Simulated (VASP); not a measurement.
# HfSiO4 in VASP: single point with PBEsol

Aim: the single point of HfSiO4 with PBEsol.

All numbers are computed with VASP 6.6.1; they aren't measurements. Logs are shortened: lines on timing, memory, paths and dates and some standing lists are left out, and cuts for length are marked.

## Step 1: The cell of the first run

The typed cell holds 36 atoms: a = 6.582 Å, b = 6.582 Å, c = 10.087 Å, α = 109.04°, β = 109.04°, γ = 90.00°.

## Step 2: Single point, PBEsol

INCAR

```
SYSTEM = HfSiO4
  PREC = Accurate
  ENCUT = 520
  EDIFF = 1E-7
  ISMEAR = 0
  SIGMA = 0.02
  LREAL = Auto
  LASPH = .True.
  NELM = 60
  ALGO = Normal
  ISIF = 2
  LWAVE = .False.
  LCHARG = .True.
  GGA = PS
  LELF = .True.
  LVHAR = .True.
  NBANDS = 138
```

KPOINTS

```
regular mesh
0
Gamma
  2 2 2
  0 0 0
```

POSCAR

```
HfSiO4
1.0
    0.0000000000      6.5820233878      0.0000000000
    6.5820233878      0.0000000000      0.0000000000
   -3.2910116939     -3.2910116939     -8.9492009201
Hf Si O
6 6 24
Direct
    0.0023408967     -0.0002586983      0.0006100517
    0.6689940510      0.6664026742      0.3339465936
    0.3356646399      0.3330763864      0.6672803816
    0.7523315304      0.2497364949      0.5006115257
    0.4190043680      0.9164103649      0.8339461702
    0.0856686296      0.5830761106      0.1672829712
    0.2523233939      0.7497447001      0.5006142598
    0.9189979610      0.4164059467      0.8339460991
    0.5856664635      0.0830709999      0.1672764342
    0.1690027310      0.1664029239      0.3339451075
    0.8356637541      0.8330694849      0.6672748898
    0.5023372621      0.4997393559      1.0006152211
    0.7113051814      0.8935882989      0.7883774736
    0.3779661540      0.5602503663      0.1217121789
    0.0446328516      0.2269163401      0.4550420214
    0.3129137768      0.9952053033      0.6217242123
    0.9795818205      0.6618731270      0.9550503845
    0.6462276586      0.3285302966      0.2883882273
    0.3128635914      0.6253719968      0.6217104668
    0.9795237753      0.2920425258      0.9550461599
    0.6461832197      0.9586956693      0.2883708555
    0.4144644268      0.2269655276      0.4550545548
    0.0811306092      0.8936459233      0.7883802906
    0.7477972604      0.5603167911      0.1217238338
    0.7751241949      0.5876054868      0.5461737980
    0.4417951179      0.2542816161      0.8795070564
    0.1084423443      0.9209403485      0.2128418788
    0.3766813598      0.6891901049      0.3795088601
    0.0433615945      0.3558557341      0.7128427431
    0.7100319676      0.0225378511      0.0461754960
    0.0068618401      0.6891948909      0.3795128149
    0.6735351139      0.3558682610      0.7128442255
    0.3402037032      0.0225337375      0.0461713564
    0.1084561819      0.2907722577      0.2128469625
    0.7751142403      0.9574322157      0.5461749809
    0.4417775937      0.6241125176      0.8795180754
```

Potentials or basis: VASP PAW PBE potentials, release 64 (Hf_pv, Si, O).

Command:

```console
> cat potpaw_PBE.64/Hf_pv/POTCAR potpaw_PBE.64/Si/POTCAR potpaw_PBE.64/O/POTCAR > POTCAR
> mpirun -np 1 vasp_std > vasp.out
```

OUTCAR:

```text
SYSTEM = HfSiO4
   PREC = Accurate
   ENCUT = 520
   EDIFF = 1E-7
   ISMEAR = 0
   LREAL = Auto
   LASPH = .True.
   NELM = 60
   ISIF = 2
   GGA = PS

 ion  position               nearest neighbor table
   1  0.002  1.000  0.001-  33 2.11  20 2.11  17 2.11  30 2.11  23 2.26  27 2.26  13 2.26  34 2.26
                            10 2.98  11 2.98   5 3.61   6 3.61   5 3.61   6 3.61
   2  0.669  0.666  0.334-  21 2.11  31 2.11  18 2.11  28 2.11  24 2.26  25 2.26  35 2.26  14 2.26
                            11 2.98  12 2.98   6 3.61   4 3.61   4 3.61   6 3.61
   3  0.336  0.333  0.667-  19 2.11  29 2.11  32 2.11  16 2.11  26 2.26  22 2.26  15 2.26  36 2.26
                            12 2.98  10 2.98   5 3.61   4 3.61   5 3.61   4 3.61
   4  0.752  0.250  0.501-  35 2.11  22 2.11  25 2.11  15 2.11  18 2.26  29 2.26  32 2.26  21 2.26
                             8 2.98   9 2.98   2 3.61   3 3.61   2 3.61   3 3.61
   5  0.419  0.916  0.834-  36 2.11  13 2.11  26 2.11  23 2.11  16 2.26  33 2.26  30 2.26  19 2.26
                             9 2.98   7 2.98   1 3.61   3 3.61   3 3.61   1 3.61
   6  0.086  0.583  0.167-  27 2.11  14 2.11  34 2.11  24 2.11  28 2.26  17 2.26  31 2.26  20 2.26
                             7 2.98   8 2.98   2 3.61   1 3.61   2 3.61   1 3.61
   7  0.252  0.750  0.501-  31 1.63  19 1.63  28 1.63  16 1.63   6 2.98   5 2.98
   8  0.919  0.416  0.834-  20 1.63  32 1.63  29 1.63  17 1.63   4 2.98   6 2.98
   9  0.586  0.083  0.167-  21 1.63  33 1.63  30 1.63  18 1.63   5 2.98   4 2.98
  10  0.169  0.166  0.334-  15 1.63  27 1.63  34 1.63  22 1.63   1 2.98   3 2.98
  11  0.836  0.833  0.667-  35 1.63  13 1.63  25 1.63  23 1.63   2 2.98   1 2.98
[... 23 lines left out ...]
  35  0.775  0.957  0.546-  11 1.63   4 2.11   2 2.26
  36  0.442  0.624  0.880-  12 1.63   5 2.11   3 2.26

  LATTYP: Found a body centered tetragonal cell.
 ALAT       =     6.5820233878
 C/A-ratio  =     2.7192856642

  Lattice vectors:

 A1 = (  -3.2910116939,   3.2910116939,   8.9492009201)
 A2 = (   3.2910116939,  -3.2910116939,   8.9492009201)
 A3 = (   3.2910116939,   3.2910116939,  -8.9492009201)

Analysis of symmetry for initial positions (statically):
=====================================================================
 Subroutine PRICEL returns:
 Original cell was already a primitive cell.

 Routine SETGRP: Setting up the symmetry group for a
 body centered tetragonal supercell.

 Subroutine GETGRP returns: Found  1 space group operations
 (whereof  1 operations were pure point group operations)
 out of a pool of 16 trial point group operations.

The static configuration has the point symmetry C_1 .

Analysis of symmetry for dynamics (positions and initial velocities):
=====================================================================
 Subroutine PRICEL returns:
 Original cell was already a primitive cell.
[... 171 lines left out ...]
   NUPDOWN=      -1.0000    fix difference up-down
   EMIN   =  10.00;   EMAX   =-10.00  energy-range for DOS
   EFERMI =   0.00;   METHOD = LEGACY
   ISMEAR =     0;   SIGMA  =   0.02  broadening in eV -4-tet -1-fermi 0-gaus
   EFERMI_NEDOS =   21; number of points for ismear=-14 and -15
   IALGO  =     38    algorithm
   IMIX   =      4    mixing-type and parameters
     AMIX     =   0.40;   BMIX     =  1.00
     AMIX_MAG =   1.60;   BMIX_MAG =  1.00
  volume/ion in A,a.u.               =      10.77        72.68
  Fermi-wavevector in a.u.,A,eV,Ry     =   1.371572  2.591896 25.595429  1.881211
  Thomas-Fermi vector in A             =   2.497257
   LORBIT       =      0    0 simple, 1 ext, 2 COOP (PROOUT), +10 PAW based schemes
   GGA     = PS    functional components
   LHFCALC =     F    Hartree Fock is set to
   AEXX    =    0.0000 exact exchange contribution
   IVDW    =     0    specifies the selected vdW correction
   LEPSILON=     F    determine dielectric tensor
   LRPA    =     F    only Hartree local field effects (RPA)
 non-spin polarized calculation
 Gauss-broadening in eV      SIGMA  =   0.02
  energy-cutoff  :      520.00
  volume of cell :      387.71
 maximum number of plane-waves:     10505
 NGX is ok and might be reduce to    50
   NGX = 25   NGY = 25   NGZ = 37

 number of electron     228.0000003 magnetization

 Free energy of the ion-electron system (eV)
  ---------------------------------------------------
  ext. energy  EPLUGINS =         0.00000000
  ---------------------------------------------------
  free energy    TOTEN  =      -340.30628751 eV

  energy without entropy =     -340.30628751  energy(sigma->0) =     -340.30628751

 E-fermi :   3.3349     XC(G=0): -11.3435

 val. band max:        3.1547193048   @ k =   0.0000   0.0000   0.0000
 cond. band min:       8.4889352644   @ k =   0.5000   0.5000   0.5000
 fundamental gap:      5.3342159596
 Fermi energy:         3.3348572539

 k-point     1 :       0.0000    0.0000    0.0000
  band No.  band energies     occupation
      1     -26.0937      2.00000
      2     -26.0937      2.00000
      3     -26.0937      2.00000
      4     -26.0937      2.00000
      5     -26.0834      2.00000
      6     -26.0834      2.00000
[... 1021 lines left out ...]
    125       9.6719      0.00000
    126       9.6719      0.00000
 [bands above 126 left out]

------------------------ aborting loop because EDIFF is reached ----------------------------------------

  FORCE on cell =-STRESS in cart. coord.  units (eV):
  Direction    XX          YY          ZZ          XY          YZ          ZX
  --------------------------------------------------------------------------------------
  -------------------------------------------------------------------------------------
  Total       -3.7708363     -3.7644069     -2.4050342     -0.0045424     -0.0038937     -0.0012226
  in kB      -15.5827879    -15.5562187     -9.9386806     -0.0187712     -0.0160906     -0.0050522
  external PRESSURE =     -13.6925624 kB  Pullay stress =       0.0000000 kB

 VOLUME and BASIS-vectors are now :
 -----------------------------------------------------------------------------
  energy-cutoff  :      520.00
  volume of cell :      387.71
      direct lattice vectors                 reciprocal lattice vectors
     0.000000000  6.582023388  0.000000000     0.000000000  0.151928965 -0.055870910
     6.582023388  0.000000000  0.000000000     0.151928965  0.000000000 -0.055870910
    -3.291011694 -3.291011694 -8.949200920     0.000000000  0.000000000 -0.111741820

 POSITION                                       TOTAL-FORCE (eV/Angst)
 -----------------------------------------------------------------------------------
      6.57831      0.01340     -0.00546        -0.000674     -0.001853      0.000944
      3.28726      3.30431     -2.98856        -0.001431     -0.000063     -0.000086
     -0.00371      0.01332     -5.97163         0.001179      0.002554      0.000252
     -0.00375      3.30435     -4.48007        -0.001014      0.000501     -0.000712
      3.28731      0.01337     -7.46315         0.000435      0.000675      0.000049
      3.28729      0.01334     -1.49705        -0.001081     -0.000826      0.000875
[... 28 lines left out ...]
      4.50437      3.30435     -4.88783         0.161481     -0.002587      0.163158
      1.21342      0.01329     -7.87098         0.165528      0.000013      0.160793
 -----------------------------------------------------------------------------------
    total drift:                                0.013953     -0.002874      0.000300

  FREE ENERGIE OF THE ION-ELECTRON SYSTEM (eV)
  ---------------------------------------------------
  free  energy   TOTEN  =      -340.3062875084 eV

  energy  without entropy=     -340.3062875084  energy(sigma->0) =     -340.30628751
```

OSZICAR:

```text
N       E                     dE             d eps       ncg     rms          rms(c)
DAV:   1     0.151584052038E+04    0.15158E+04   -0.12756E+05  2216   0.162E+03
DAV:   2    -0.279374304134E+03   -0.17952E+04   -0.17511E+04  2728   0.405E+02
DAV:   3    -0.384649963489E+03   -0.10528E+03   -0.10479E+03  2520   0.954E+01
DAV:   4    -0.386463657564E+03   -0.18137E+01   -0.18084E+01  2688   0.132E+01
DAV:   5    -0.386498701202E+03   -0.35044E-01   -0.34988E-01  2608   0.172E+00    0.128E+02
DAV:   6    -0.340795267054E+03    0.45703E+02   -0.21183E+02  2648   0.379E+01    0.105E+02
DAV:   7    -0.340404964791E+03    0.39030E+00   -0.13091E+01  2568   0.100E+01    0.610E+01
DAV:   8    -0.340390097167E+03    0.14868E-01   -0.95570E-01  2584   0.336E+00    0.121E+01
DAV:   9    -0.340307844427E+03    0.82253E-01   -0.35975E-01  2488   0.186E+00    0.419E+00
DAV:  10    -0.340306550345E+03    0.12941E-02   -0.30702E-02  2608   0.557E-01    0.786E-01
DAV:  11    -0.340306128931E+03    0.42141E-03   -0.38688E-03  2528   0.193E-01    0.442E-01
DAV:  12    -0.340306225638E+03   -0.96707E-04   -0.44354E-04  2616   0.585E-02    0.477E-01
DAV:  13    -0.340306286460E+03   -0.60822E-04   -0.95748E-05  2488   0.325E-02    0.299E-02
DAV:  14    -0.340306286659E+03   -0.19932E-06   -0.83720E-06  2632   0.915E-03    0.170E-02
DAV:  15    -0.340306287444E+03   -0.78462E-06   -0.13332E-06  2664   0.468E-03    0.117E-02
DAV:  16    -0.340306287575E+03   -0.13130E-06   -0.57675E-07  2344   0.258E-03    0.815E-03
DAV:  17    -0.340306287508E+03    0.66640E-07   -0.15909E-07  1488   0.134E-03
   1 F= -.34030629E+03 E0= -.34030629E+03  d E =-.827126E-38
```

stdout:

```text
POSCAR found type information on POSCAR HfSiO
 POSCAR found :  3 types and      36 ions
 scaLAPACK will be used
 -----------------------------------------------------------------------------
|                                                                             |
|                                                                             |
|     You enforced a specific xc type in the INCAR file but a different       |
|     I HOPE YOU KNOW WHAT YOU ARE DOING!                                     |
|                                                                             |
 -----------------------------------------------------------------------------

 LDA part: xc-table for (Slater+PW92), standard interpolation
 POSCAR, INCAR and KPOINTS ok, starting setup
 FFT: planning ... GRIDC
 FFT: planning ... GRID_SOFT
 FFT: planning ... GRID
 WAVECAR not read
 entering main loop
```

Wall time 11 min (1 thread of Intel Xeon Platinum 8375C at 2.90GHz (Ice Lake), shared host); peak memory 0.62 GiB.

Results:

* Free energy: -340.3063 eV
* Pressure: -1.4 GPa
* Largest force: 0.233 eV/Å
* Band gap on the k mesh: 5.33 eV

Forces in eV/Å, atoms in the order of the input:
```
Hf  -0.001 -0.002  0.001
Hf  -0.001  0.000  0.000
Hf   0.001  0.003  0.000
Hf  -0.001  0.001 -0.001
Hf   0.000  0.001  0.000
Hf  -0.001 -0.001  0.001
Si  -0.002  0.003 -0.001
Si   0.002  0.000 -0.005
Si   0.001  0.002  0.003
Si  -0.001  0.001  0.001
Si  -0.003  0.001 -0.002
Si   0.001 -0.004  0.001
O   -0.002 -0.165 -0.163
O    0.002 -0.166 -0.162
O    0.001 -0.164 -0.165
O    0.162 -0.001 -0.159
O    0.166 -0.001 -0.161
O    0.163  0.003 -0.162
O   -0.162 -0.002 -0.160
O   -0.165  0.001 -0.162
O   -0.164  0.000 -0.163
O   -0.001  0.164 -0.161
O    0.001  0.164 -0.164
O    0.001  0.162 -0.162
O   -0.164  0.001  0.166
O   -0.166  0.005  0.161
O   -0.159  0.000  0.164
O   -0.001  0.159  0.164
O   -0.001  0.164  0.160
O    0.002  0.165  0.161
O    0.000 -0.162  0.160
O    0.000 -0.165  0.161
O    0.003 -0.165  0.161
O    0.160  0.002  0.164
O    0.161 -0.003  0.163
O    0.166  0.000  0.161
```

Levels at points of the mesh, in eV from the valence-band top:
| k point | band 110 | band 111 | band 112 | band 113 | band 114 | band 115 | band 116 | band 117 | band 118 | band 119 |
| --- | --- | --- | --- | --- | --- | --- | --- | --- | --- | --- |
| (0.00, 0.00, 0.00) | -0.45 | -0.45 | -0.45 | -0.45 | 0.00 | 5.73 | 5.91 | 5.91 | 6.00 | 6.05 |
| (0.50, 0.00, 0.00) | -0.62 | -0.37 | -0.37 | -0.26 | -0.20 | 5.61 | 5.68 | 5.68 | 5.70 | 5.70 |
| (0.00, 0.50, 0.50) | -0.62 | -0.36 | -0.36 | -0.26 | -0.20 | 5.61 | 5.68 | 5.68 | 5.70 | 5.70 |
| (0.50, 0.00, 0.50) | -0.62 | -0.37 | -0.36 | -0.26 | -0.20 | 5.61 | 5.68 | 5.68 | 5.70 | 5.70 |
| (0.00, 0.50, 0.00) | -0.62 | -0.37 | -0.37 | -0.26 | -0.20 | 5.61 | 5.68 | 5.68 | 5.70 | 5.70 |
| (0.50, 0.50, 0.00) | -0.61 | -0.52 | -0.52 | -0.52 | -0.52 | 5.33 | 5.33 | 5.33 | 5.33 | 5.34 |
| (0.50, 0.50, 0.50) | -0.61 | -0.52 | -0.52 | -0.52 | -0.52 | 5.33 | 5.33 | 5.33 | 5.33 | 5.34 |
| (0.00, 0.00, 0.50) | -0.32 | -0.32 | -0.32 | -0.05 | -0.05 | 5.76 | 5.76 | 6.23 | 6.23 | 6.25 |

Caveat: the k points lie up to 0.51 Å⁻¹ apart; the PAW data sets were made with another functional, which shifts forces and pressure a little; spin-orbit coupling is left out, which moves the levels of the heavy elements.
